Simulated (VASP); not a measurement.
Set up this calculation in VASP 6.6.1, as the native input.

```
Task                   : single point
Functional             : PBE
Potentials or basis    : VASP PAW PBE potentials, release 64 (Tm_3, I), 4f in core
Cutoff                 : 500 eV
k mesh                 : 3 × 3 × 3
Occupations            : gaussian, width 0.2 eV
Spin                   : no spin polarisation
Dipole correction      : no
Further INCAR settings : ALGO = Normal; EDIFF = 1e-06; NBANDS = 26
```

The structure of TmI4 lies in POSCAR:

```
TmI4
1.0
    6.2566419500      0.0000000000      0.0000000000
    0.0000000000      6.2566419500      0.0000000000
    0.0000000000      0.0000000000      6.2566419500
Tm I
1 4
Direct
    0.5000000000      0.5000000000      0.5000000000
    0.5000000000      0.0000000000      0.0000000000
    0.0000000000      0.5000000000      0.0000000000
    0.0000000000      0.0000000000      0.5000000000
    0.0000000000      0.0000000000      0.0000000000
```

The cell was generated, and may not be a known phase.

The input as run:

INCAR

```
  ALGO = Normal
  EDIFF = 1E-6
  ENCUT = 500
  GGA = PE
  GGA_COMPAT = F
  ISIF = 2
  ISMEAR = 0
  LASPH = T
  LCHARG = T
  LELF = T
  LMAXMIX = 6
  LREAL = F
  LVHAR = T
  LWAVE = F
  NBANDS = 26
  NELM = 200
  PREC = Accurate
  SIGMA = 0.2
```

KPOINTS

```
k-points
0
Gamma
  3 3 3
```

Potentials or basis: VASP PAW PBE potentials, release 64 (Tm_3, I), 4f in core.

Launch:

```bash
$ cat potpaw_PBE.64/Tm_3/POTCAR potpaw_PBE.64/I/POTCAR > POTCAR
$ mpirun -np 1 vasp_std > vasp.out
```

It gave:

```
Pressure               : -0.1 GPa
Band gap on the k mesh : zero (an odd number of electrons rules out a gap without spin polarisation)
```

Caveat: spin-orbit coupling is left out, which moves the levels of the heavy elements; the 4f electrons are frozen in the core, so they carry no moment and show no levels; an odd number of electrons without spin polarisation forces a metal; a magnetic or distorted state may lie lower; the run has no spin polarisation, though such a crystal can be magnetic.

It took 36 s on 1 thread of AMD EPYC 9R45 96-Core Processor (Zen 5), on a shared host, peak memory 0.28 GiB.
